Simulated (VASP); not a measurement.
# Ni (Fm-3m) in VASP: a series of runs, part 2 of 2

VASP 6.6.1.

### 3 Single point, LDA, collinear spin, ferromagnetic start

INCAR

```
  ALGO = Normal
  EDIFF = 1E-7
  ENCUT = 520
  ISIF = 2
  ISMEAR = 0
  ISPIN = 2
  LASPH = True
  LCHARG = True
  LELF = True
  LMAXMIX = 4
  LORBIT = 11
  LREAL = False
  LVHAR = True
  LWAVE = False
  MAGMOM = 2
  NBANDS = 15
  NELM = 150
  PREC = Accurate
  SIGMA = 0.1
```

KPOINTS

```
k-points
0
Gamma
  12 12 12
```

POSCAR

```
Ni
1.0
    0.0000000000      1.7683500000      1.7683500000
    1.7683500000      0.0000000000      1.7683500000
    1.7683500000      1.7683500000      0.0000000000
Ni
1
Direct
    0.0000000000      0.0000000000      0.0000000000
```

Potentials or basis: VASP PAW LDA potentials, release 64 (Ni).

The run is started by

```
$ cat potpaw_LDA.64/Ni/POTCAR > POTCAR
$ mpirun -np 1 vasp_std > vasp.out
```

It took 24 s on 1 thread of AMD EPYC 9R45 (Zen 5), shared host; peak memory 0.1 GiB.

It converged, with:

| Quantity | Value |
| --- | --- |
| Free energy | -6.5117 eV |
| Pressure | -19.4 GPa |
| Net moment | 0.60 μB per cell |
| Site moments | Ni +0.61 μB |
| Valence electrons inside the program's atomic spheres | Ni 9.29 |

Levels at points of the mesh, in eV from the Fermi level:
Spin up:
| k point | band 1 | band 2 | band 3 | band 4 | band 5 | band 6 | band 7 | band 8 | band 9 | band 10 |
| --- | --- | --- | --- | --- | --- | --- | --- | --- | --- | --- |
| (0.00, 0.00, 0.00) | -8.86 | -2.30 | -2.30 | -2.30 | -1.18 | -1.18 | 23.66 | 27.28 | 27.28 | 27.28 |
| (0.50, 0.00, 0.00) | -4.69 | -2.30 | -2.30 | -0.51 | -0.51 | -0.21 | 5.61 | 22.19 | 24.28 | 24.28 |
| (0.50, 0.50, 0.00) | -4.50 | -4.04 | -0.48 | -0.36 | -0.36 | 2.46 | 9.14 | 14.63 | 14.63 | 19.62 |
Spin down:
```csv
k point,band 2,band 3,band 4,band 5,band 6,band 7,band 8,band 9
"(0.00, 0.00, 0.00)",-1.68,-1.68,-1.68,-0.61,-0.61,23.63,27.33,27.33
"(0.50, 0.00, 0.00)",-1.74,-1.74,-0.19,0.15,0.15,5.98,22.16,24.40
"(0.50, 0.50, 0.00)",-3.52,0.12,0.34,0.34,2.50,9.41,14.70,14.70
```

### 4 Single point, LDA, collinear spin, ferromagnetic start

INCAR

```
PREC = Accurate
ENCUT = 520
EDIFF = 1E-6
ISMEAR = 0
SIGMA = 0.1
LREAL = F
LASPH = T
NELM = 150
ALGO = Normal
ISIF = 2
LWAVE = F
LCHARG = F
ISPIN = 2
MAGMOM = 0.49
LORBIT = 11
NUPDOWN = 0.49
LMAXMIX = 4
GGA = CA
NBANDS = 15
```

KPOINTS

```
Automatic mesh
0
Gamma
  12 12 12
```

POSCAR is that of step 3.

Potentials or basis: VASP PAW LDA potentials, release 64 (Ni).

The run is started by

```
$ cat potpaw_LDA.64/Ni/POTCAR > POTCAR
$ mpirun -np 1 vasp_std > vasp.out
```

OUTCAR:

```text
PREC = Accurate
   ENCUT = 520
   EDIFF = 1E-6
   ISMEAR = 0
   LREAL = F
   LASPH = T
   NELM = 150
   ISIF = 2
   ISPIN = 2
   LORBIT = 11
   NUPDOWN = 0.49
   GGA = CA

 ion  position               nearest neighbor table
   1  0.000  0.000  0.000-

  LATTYP: Found a face centered cubic cell.
 ALAT       =     3.5367000000

  Lattice vectors:

 A1 = (   0.0000000000,   1.7683500000,   1.7683500000)
 A2 = (   1.7683500000,   0.0000000000,   1.7683500000)
 A3 = (   1.7683500000,   1.7683500000,   0.0000000000)

Analysis of symmetry for initial positions (statically):
=====================================================================
 Subroutine PRICEL returns:
 Original cell was already a primitive cell.

 Routine SETGRP: Setting up the symmetry group for a
 face centered cubic supercell.

 Subroutine GETGRP returns: Found 48 space group operations
[... 9 lines left out ...]

 Routine SETGRP: Setting up the symmetry group for a
 face centered cubic supercell.

 Subroutine GETGRP returns: Found 48 space group operations
 (whereof 48 operations were pure point group operations)
 out of a pool of 48 trial point group operations.

[... 610 lines left out ...]
      4       7.0638      1.00000
      5       8.1363      1.00000
      6       8.1363      1.00000
      7      32.4140      0.00000
      8      36.0996      0.00000
      9      36.0996      0.00000
     10      36.0996      0.00000
     11      39.1186      0.00000
     12      39.1186      0.00000
     13      39.1186      0.00000
     14      42.1694      0.00000
[... 403 lines left out ...]
      4       7.3752      1.00000
      5       8.7598      0.57408
      6      11.3012      0.00000
      7      15.1818      0.00000
      8      25.4907      0.00000
      9      30.1171      0.00000
     10      31.3910      0.00000
     11      40.4231      0.00000
     12      40.9541      0.00000
     13      47.8028      0.00000
     14      50.4931      0.00000
     15      51.6040      0.00000

 [... further k-points ...]
[... 5 lines left out ...]
  --------------------------------------------------------------------------------------
  -------------------------------------------------------------------------------------
  Total       -1.3757517     -1.3757517     -1.3757517      0.0000000      0.0000000      0.0000000
  in kB     -199.3039773   -199.3039773   -199.3039773      0.0000000      0.0000000      0.0000000
  external PRESSURE =    -199.3039773 kB  Pullay stress =       0.0000000 kB

 VOLUME and BASIS-vectors are now :
 -----------------------------------------------------------------------------
  energy-cutoff  :      520.00
  volume of cell :       11.06
      direct lattice vectors                 reciprocal lattice vectors
     0.000000000  1.768350000  1.768350000    -0.282749456  0.282749456  0.282749456
     1.768350000  0.000000000  1.768350000     0.282749456 -0.282749456  0.282749456
     1.768350000  1.768350000  0.000000000     0.282749456  0.282749456 -0.282749456

 POSITION                                       TOTAL-FORCE (eV/Angst)
 -----------------------------------------------------------------------------------
      0.00000      0.00000      0.00000         0.000000      0.000000      0.000000
 -----------------------------------------------------------------------------------
    total drift:                               -0.000000     -0.000000     -0.000000

  FREE ENERGIE OF THE ION-ELECTRON SYSTEM (eV)
  ---------------------------------------------------
  free  energy   TOTEN  =        -6.5097209545 eV

  energy  without entropy=       -6.4987480522  energy(sigma->0) =       -6.50423450

 total charge

# of ion       s       p       d       tot
------------------------------------------
    1        0.490   0.480   8.324   9.293

 magnetization (x)

# of ion       s       p       d       tot
------------------------------------------
    1       -0.007  -0.019   0.524   0.498
```

It took 21 s on 1 thread of AMD EPYC 9R45 (Zen 5), shared host; peak memory 0.1 GiB.

Results:

* Free energy: -6.5097 eV
* Pressure: -19.9 GPa
* Net moment: 0.49 μB per cell
* Site moments: Ni +0.50 μB
* Valence electrons inside the program's atomic spheres: Ni 9.29

Caveat: the total moment is fixed, so each spin has its own Fermi level.

### 5 Summary

| spin | fixed moment (μB) | pressure (GPa) | moment (μB) |
| --- | --- | --- | --- |
| collinear, zero start | 0.0 | -20.4 | 0.00 |
| collinear, ferromagnetic start | - | -19.4 | 0.60 |
| collinear, ferromagnetic start | 0.49 | -19.9 | 0.49 |

Alike in all rows: task single point; level LDA; potentials or basis VASP PAW LDA potentials, release 64 (Ni); cell as given; k mesh 12 × 12 × 12; cutoff (eV) 520; smearing gaussian 0.1 eV.

Caveats: the total moment is fixed, so each spin has its own Fermi level (some runs).

Absolute energies hang on the potentials; compare differences alone.
